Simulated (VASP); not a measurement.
Here is a VASP 6.6.1 calculation.

INCAR

```
ALGO = Normal ; EDIFF = 1E-6
ENCUT = 520 ; GGA = PE
ISIF = 2 ; ISMEAR = -1
LASPH = True ; LCHARG = False
LREAL = False ; LWAVE = False
NBANDS = 35 ; NELM = 60
PREC = Accurate ; SIGMA = 0.05
```

The input KPOINTS:

```
k-points
0
Gamma
  7 7 7
```

The input POSCAR:

```
Al2O3
1.0
    2.4043567342      1.3881560077      4.3745030401
   -2.4043567342      1.3881560077      4.3745030401
    0.0000000000     -2.7763120154      4.3745030400
Al O
4 6
Direct
    0.8521455405      0.8521455405      0.8521455405
    0.6478544595      0.6478544595      0.6478544595
    0.1478544595      0.1478544595      0.1478544595
    0.3521455405      0.3521455405      0.3521455405
    0.0561715995      0.7500000000      0.4438284005
    0.7500000000      0.4438284005      0.0561715995
    0.4438284005      0.0561715995      0.7500000000
    0.9438284005      0.2500000000      0.5561715995
    0.2500000000      0.5561715995      0.9438284005
    0.5561715995      0.9438284005      0.2500000000
```

Potentials or basis: VASP PAW PBE potentials, release 64 (Al, O).

Launch:

```console
$ cat potpaw_PBE.64/Al/POTCAR potpaw_PBE.64/O/POTCAR > POTCAR
$ mpirun -np 1 vasp_std > vasp.out
```

Problem. Estimate the pressure.

Solution. -0.1 GPa.

Problem. Estimate the largest force.

Solution. 0.004 eV/Å.

Problem. What does it give for the band gap on the k mesh?

Solution. 5.85 eV, direct.

Forces in eV/Å, atoms in the order of the input:
```
Al   0.000  0.000  0.004
Al   0.000  0.000 -0.004
Al   0.000  0.000 -0.004
Al   0.000  0.000  0.004
O    0.000  0.000  0.000
O    0.000  0.000  0.000
O    0.000  0.000  0.000
O    0.000  0.000  0.000
O    0.000  0.000  0.000
O    0.000  0.000  0.000
```

**What was measured.**

From “Multi-petahertz electron interference in Cr:Al2O3 solid-state material”, 2018, pmc:5906618, for a bulk crystal of Al2O3: band gap 8.7 eV (optical).

Measured gap of Al2O3: 8.7 eV (optical; quoted in “Multi-petahertz electron interference in Cr:Al2O3 solid-state material”, 2018, pmc:5906618). This calculation gives 5.85 eV (-2.85 eV). The value is that of PBE on a finite k mesh, which can miss the band edges, without temperature or zero-point motion. Semilocal functionals fall short of measured gaps as a rule.
